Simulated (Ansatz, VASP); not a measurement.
# Two plane-wave programs on GaN

```
CELL_PARAMETERS angstrom
3.18000 0.00000 0.00000
-1.59000 2.75396 0.00000
0.00000 0.00000 5.16600
ATOMIC_POSITIONS crystal
Ga 0.66667 0.33333 0.50000
Ga 0.33333 0.66667 0.00000
N 0.66667 0.33333 0.87500
N 0.33333 0.66667 0.37500
```

Alike in both runs: task relaxation of cell and atoms; functional PBEsol; dispersion D4; k mesh 10 × 10 × 5; occupations fermi-dirac, width 0.05 eV; no spin polarisation.

```csv
,VASP,Ansatz
version,VASP 6.6.1,Ansatz 0.2.0
potentials or method,"VASP PAW PBE potentials, release 64 (Ga_d, N)",Ansatz PAW
plane-wave cutoff (eV),600,420
valence electrons in the cell,36,36
```

|  | VASP | Ansatz | Ansatz less VASP |
| --- | --- | --- | --- |
| relaxed volume (Å³/atom) | 11.16 | 11.18 | +0.021 |
| relaxed cell length with the largest relative difference (Å) | 3.162 | 3.165 | +0.0028 |

VASP's potentials were made for PBE, not for PBEsol.

Noted on Ansatz's run: odd divisions of the mesh miss points on the zone boundary, where band edges often lie, so the gap on the mesh can be too wide; the plane-wave basis is chosen anew once the cell has moved, so the energies of steps on either side of that aren't comparable.
